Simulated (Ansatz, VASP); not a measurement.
# One calculation of SiC, two programs

INCAR

```
SYSTEM = SiC
  ALGO = Normal
  EDIFF = 1E-7
  ENCUT = 520
  GGA = PS
  ISIF = 2
  ISMEAR = 0
  LASPH = .TRUE.
  LCHARG = .FALSE.
  LREAL = .FALSE.
  LWAVE = .FALSE.
  NBANDS = 11
  NELM = 80
  PREC = Accurate
  SIGMA = 0.05
```

Contents of KPOINTS:

```
k-points
0
G
  10 10 10
  0 0 0
```

File POSCAR:

```
SiC
1.0
    0.0000000000      2.1603089512      2.1603089512
    2.1603089512      0.0000000000      2.1603089512
    2.1603089512      2.1603089512      0.0000000000
Si C
1 1
Direct
    0.0035337978     -0.0035337978      0.0035337978
    0.7417370152      0.7582629848      0.7417370152
```

Input for Ansatz:

```yaml
crystal:
  lattice:
    - [0.0, 2.1603089512, 2.1603089512]
    - [2.1603089512, 0.0, 2.1603089512]
    - [2.1603089512, 2.1603089512, 0.0]
  atoms:
    - { symbol: Si, position: [0.0035337978, -0.0035337978, 0.0035337978] }
    - { symbol: C, position: [0.7417370152, 0.7582629848, 0.7417370152] }
basis:
  ecutwfc: 520.0
kpoints:
  mp_grid: { grid: [10, 10, 10] }
hamiltonian:
  xc: pbesol
scf:
  occupations: { method: gaussian, width: 0.05 }
output:
  forces: true
  stress: true
  eigenvalues: true
  write_density: true
  write_potential: true
  elf: true
  volumetric_format: npy
```

Change from the starting cell: mode 6 frozen in at -0.036 Å, equal normal strain along x, y and z -0.0083.

Alike in both runs: task single point; functional PBEsol; k mesh 10 × 10 × 10; occupations gaussian, width 0.05 eV; no spin polarisation.

|  | VASP | Ansatz |
| --- | --- | --- |
| version | VASP 6.6.1 | Ansatz 0.2.0 |
| potentials or method | VASP PAW PBE potentials, release 64 (Si, C), cutoff 520 eV | scalar-relativistic, plane waves, PAW |
| valence electrons in the cell | 8 | 8 |

|  | VASP | Ansatz | Ansatz less VASP |
| --- | --- | --- | --- |
| gap on the k mesh at the Fermi level (eV) | 0.97 | 0.98 | +0.009 |
| least direct gap on the mesh (eV) | 4.35 | 4.35 | +0.009 |
| pressure (GPa) | 6.5 | 6.2 | -0.37 |
| traceless stress, the component that is largest in VASP (GPa) | -4.06 | -4.01 | +0.047 |
| rms of the force components (eV/Å) | 0.596 | 0.594 | -0.0017 |

VASP's potentials were made for PBE, not for PBEsol. Atom by atom the forces differ by 0.002 eV/Å (rms over components).
